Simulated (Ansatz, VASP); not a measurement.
Zr: VASP beside Ansatz

INCAR

```
SYSTEM = Zr
PREC = Accurate
ENCUT = 520
EDIFF = 1E-6
ISMEAR = -1
SIGMA = 0.08
LREAL = .False.
LASPH = .True.
NELM = 100
ALGO = Normal
ISIF = 2
LWAVE = .False.
LCHARG = .False.
GGA = PS
NBANDS = 19
```

KPOINTS

```
regular mesh
0
Gamma
  13 13 7
  0 0 0
```

The input POSCAR:

```
Zr
1.0
    3.2849912186      0.0000000000      0.0000000000
   -1.6424956092      2.8448858464      0.0000000000
    0.0000000000      0.0000000000      5.2313920485
Zr
2
Direct
    0.3333333333      0.6666666667      0.2500000000
    0.6666666667      0.3333333333      0.7500000000
```

Input for Ansatz:

```yaml
crystal:
  lattice:
    - [3.2849912186, 0.0, 0.0]
    - [-1.6424956092, 2.8448858464, 0.0]
    - [0.0, 0.0, 5.2313920485]
  atoms:
    - { symbol: Zr, position: [0.3333333333, 0.6666666667, 0.25] }
    - { symbol: Zr, position: [0.6666666667, 0.3333333333, 0.75] }
kpoints:
  mp_grid: { grid: [13, 13, 7] }
scf:
  occupations: { method: fermi_dirac, width: 0.08 }
hamiltonian:
  xc: pbesol
  pseudopotentials: { kind: all_electron, lapw: { basis_error: 0.001 } }
output:
  forces: true
  stress: true
  eigenvalues: true
```

Change from the starting cell: volume scaled by 1.05.

Alike in both runs: task single point; functional PBEsol; k mesh 13 × 13 × 7; occupations fermi-dirac, width 0.08 eV; no spin polarisation.

|  | VASP | Ansatz |
| --- | --- | --- |
| version | VASP 6.6.1 | Ansatz 0.2.0 |
| potentials or method | VASP PAW PBE potentials, release 64 (Zr_sv), cutoff 520 eV | all-electron LAPW, scalar-relativistic |

```csv
,VASP,Ansatz,Ansatz less VASP
pressure (GPa),-7.2,-7.2,-0.03
"traceless stress, the component that is largest in VASP (GPa)",0.20,0.20,-0.002
```

VASP's potentials were made for PBE, not for PBEsol. Ansatz ran all-electron here, and VASP with PAW potentials.
